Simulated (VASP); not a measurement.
A run of VASP 6.6.1 is set up as follows.

The input INCAR:

```
SYSTEM = Sr2B
PREC = Accurate ; ENCUT = 520
EDIFF = 1E-7 ; ISMEAR = -1
SIGMA = 0.05 ; LREAL = .False.
LASPH = .True. ; NELM = 80
ALGO = Normal ; ISIF = 2
LWAVE = .False. ; LCHARG = .False.
GGA = CA ; NBANDS = 18
```

Contents of KPOINTS:

```
Automatic mesh
0
Gamma
  10 10 10
  0 0 0
```

Contents of POSCAR:

```
Sr2B
1.0
    2.4343335881     -1.4054631524      3.9781943035
    0.0000000000      2.8109263047      3.9781943035
   -2.4343335881     -1.4054631524      3.9781943035
B Sr
1 2
Direct
    0.0000000000      0.0000000000      0.0000000000
    0.2499809164      0.2499809164      0.2499809164
    0.7500190836      0.7500190836      0.7500190836
```

Potentials or basis: VASP PAW LDA potentials, release 64 (B, Sr_sv).

Command:

```bash
$ cat potpaw_LDA.64/B/POTCAR potpaw_LDA.64/Sr_sv/POTCAR > POTCAR
$ mpirun -np 1 vasp_std > vasp.out
```

(1) Predict the pressure.

Results:

(1) 0.2 GPa.
